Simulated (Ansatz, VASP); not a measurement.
**ZnCd3Te2: VASP beside Ansatz**

```xyz
6
Lattice="7.4452 0.0000 0.0000 -3.7226 6.4477 0.0000 0.0000 0.0000 4.2730" Properties=species:S:1:pos:R:3 pbc="T T T"
Zn    0.0000    0.0000    2.1365
Cd    3.7226    0.0000    2.1365
Cd   -1.8613    3.2239    2.1365
Cd    1.8613    3.2239    2.1365
Te    0.0000    4.2985    0.0000
Te    3.7226    2.1492    4.2730
```

Alike in both runs: functional PBE; k mesh 6 × 6 × 10; occupations gaussian, width 0.1 eV; no spin polarisation.

Ansatz relaxed the structure, and its values are those at the end. VASP's run is a single point on that final structure, the one shown.

```csv
,VASP,Ansatz
version,VASP 6.6.1,Ansatz 0.2.0
potentials or method,"VASP PAW PBE potentials, release 64 (Zn, Cd, Te), cutoff 520 eV","scalar-relativistic, plane waves, PAW"
valence electrons in the cell,60,104
```

VASP gave:

| Item | Value |
| --- | --- |
| gap on the k mesh at the Fermi level (eV) | none |
| pressure (GPa) | 0.1 |

Task: What did Ansatz give for the same quantities?

Result: gap on the k mesh at the Fermi level (eV): none; pressure (GPa): 0.0.

A gap of «none» marks a metal or a gap that the smearing closes. VASP's potentials hold 60 valence electrons a cell and Ansatz's 104, so a difference there can come from the potentials and not from the codes.

Spin-orbit coupling is off throughout.
